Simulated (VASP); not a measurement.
Write the native input for VASP 6.6.1 that does the following.

* Task: single point
* Functional: r2SCAN
* Potentials or basis: VASP PAW PBE potentials, release 64 (Hf_pv, N)
* Cutoff: 660 eV
* k mesh: 4 × 4 × 4
* Occupations: methfessel-paxton, width 0.1 eV
* Spin: no spin polarisation
* Dipole correction: no
* Further INCAR settings: ALGO = Normal; EDIFF = 1e-06; NBANDS = 14

Crystal: HfN.

```xyz
2
Lattice="0.0000 2.4407 2.4407 2.4407 0.0000 2.4407 2.4407 2.4407 0.0000" Properties=species:S:1:pos:R:3 pbc="T T T"
Hf    0.0000    0.0000    0.0000
N     3.6610    3.6610    3.6610
```

These files were run (other wordings do the same):

POSCAR

```
HfN
1.0
    0.0000000000      2.4406935072      2.4406935072
    2.4406935072      0.0000000000      2.4406935072
    2.4406935072      2.4406935072      0.0000000000
Hf N
1 1
Direct
    0.0000000000      0.0000000000      0.0000000000
    0.7500000000      0.7500000000      0.7500000000
```

INCAR.step1

```
PREC = Accurate
ENCUT = 660
ISMEAR = 1
SIGMA = 0.1
LREAL = False
LASPH = True
NELM = 120
NBANDS = 14
GGA = PE
ALGO = Normal
EDIFF = 1E-5
LWAVE = True
LCHARG = False
GGA_COMPAT = False
```

INCAR.step2

```
PREC = Accurate
ENCUT = 660
EDIFF = 1E-6
ISMEAR = 1
SIGMA = 0.1
LREAL = False
LASPH = True
NELM = 120
ALGO = Normal
ISIF = 2
LWAVE = False
LCHARG = True
METAGGA = R2SCAN
LMIXTAU = True
LELF = True
LVHAR = True
NBANDS = 14
ISTART = 1
GGA_COMPAT = False
```

KPOINTS

```
Automatic mesh
0
Gamma
  4 4 4
```

Potentials or basis: VASP PAW PBE potentials, release 64 (Hf_pv, N).

Run with:

```sh
$ cat potpaw_PBE.64/Hf_pv/POTCAR potpaw_PBE.64/N/POTCAR > POTCAR
$ cp INCAR.step1 INCAR
$ mpirun -np 1 vasp_std > vasp.out
$ cp INCAR.step2 INCAR
$ mpirun -np 1 vasp_std > vasp.out
```

Results of the run:

The pressure is 1.0 GPa.

Caveat: the k points lie up to 0.56 Å⁻¹ apart; the PAW data sets were made with another functional, which shifts forces and pressure a little.

Run time: 68 s on 1 thread of Intel Xeon 8259CL (shared host), peak memory 0.18 GiB.
